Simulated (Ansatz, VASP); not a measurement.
# Zr: VASP beside Ansatz

```xyz
2
Lattice="3.2643 0.0000 0.0000 -1.6322 2.7990 0.0000 0.0000 0.0000 5.1470" Properties=species:S:1:pos:R:3 pbc="T T T"
Zr    0.0000    1.8660    1.2868
Zr    1.6322    0.9330    3.8603
```

Change from the starting cell: strain +0.0100 x Voigt [1, 0, 0, 0, 0, 0], atoms carried along.

Alike in both runs: task single point; functional PBE; k mesh 18 × 18 × 10; occupations gaussian, width 0.15 eV; no spin polarisation.

```csv
,VASP,Ansatz
version,VASP 6.6.1,Ansatz 0.2.0
potentials or method,"VASP PAW PBE potentials, release 64 (Zr_sv), cutoff 520 eV","scalar-relativistic, plane waves, PAW"
valence electrons in the cell,24,24
```

```tsv
	VASP	Ansatz	Ansatz less VASP
gap on the k mesh at the Fermi level (eV)	none	none	-
pressure (GPa)	-0.4	-0.4	-0.01
traceless stress, the component that is largest in VASP (GPa)	-0.74	-0.74	0.000
rms of the force components (eV/Å)	0.011	0.011	+0.0001
```

Atom by atom the forces differ by 0.000 eV/Å (rms over components). A gap of «none» marks a metal or a gap that the smearing closes.
